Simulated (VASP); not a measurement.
Na2S:

```
Na S
1.0
     0.00000    3.25543    3.25543
     3.25543    0.00000    3.25543
     3.25543    3.25543    0.00000
Na S
2 1
Direct
  0.25000 0.25000 0.25000
  0.75000 0.75000 0.75000
  0.00000 0.00000 0.00000
```

Program: VASP 6.6.1. Alike in all runs: task single point; potentials or basis VASP PAW PBE potentials, release 64 (Na_pv, S); no spin polarisation; cell as given; smearing gaussian 0.01 eV.

Question: Order these runs on this cell by their band gap on the k mesh, lowest first.
A. level r2SCAN; k mesh 4 × 4 × 4; cutoff (eV) 550
B. level PBE; k mesh 6 × 6 × 6; cutoff (eV) 500
C. level HSE06; k mesh 4 × 4 × 4; cutoff (eV) 400; grid for exact exchange (PRECFOCK) Normal; share of exact exchange 0.25; screening parameter 0.2079 1/Å
D. level PBE0; k mesh 4 × 4 × 4; cutoff (eV) 400; grid for exact exchange (PRECFOCK) Normal; share of exact exchange 0.25

Answer: B (2.53 eV), A (3.11 eV), C (3.52 eV), D (4.22 eV).
